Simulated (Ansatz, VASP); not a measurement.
**Ca3Fe: VASP beside Ansatz**

```
Ca Fe
1.0
     4.98304    0.00000    0.00000
     0.00000    4.98304    0.00000
     0.00000    0.00000    4.98304
Ca Fe
3 1
Direct
  0.00000 0.50000 0.50000
  0.50000 0.00000 0.50000
  0.50000 0.50000 0.00000
  0.00000 0.00000 0.00000
```

Alike in both runs: functional PBE; k mesh 4 × 4 × 4; occupations gaussian, width 0.1 eV; collinear spin.

Ansatz relaxed the structure, and its values are those at the end. VASP's run is a single point on that final structure, the one shown.

|  | VASP | Ansatz |
| --- | --- | --- |
| version | VASP 6.6.1 | Ansatz 0.2.0 |
| potentials or method | VASP PAW PBE potentials, release 64 (Ca_sv, Fe), cutoff 520 eV | scalar-relativistic, plane waves, PAW |
| valence electrons in the cell | 38 | 46 |

|  | VASP | Ansatz | Ansatz less VASP |
| --- | --- | --- | --- |
| gap on the k mesh at the Fermi level (eV) | none | none | - |
| pressure (GPa) | 0.2 | 0.1 | -0.05 |
| net moment per atom (μB) | 0.65 | 0.66 | +0.001 |
| size of the moment on the site where the two differ most (μB) | 2.95 | 3.09 | +0.139 |

Site moments also hang on the region over which each program counts them. A gap of «none» marks a metal or a gap that the smearing closes. With one functional, cell and mesh, what is left measures potentials, basis and numerics. VASP's potentials hold 38 valence electrons a cell and Ansatz's 46, so a difference there can come from the potentials and not from the codes.
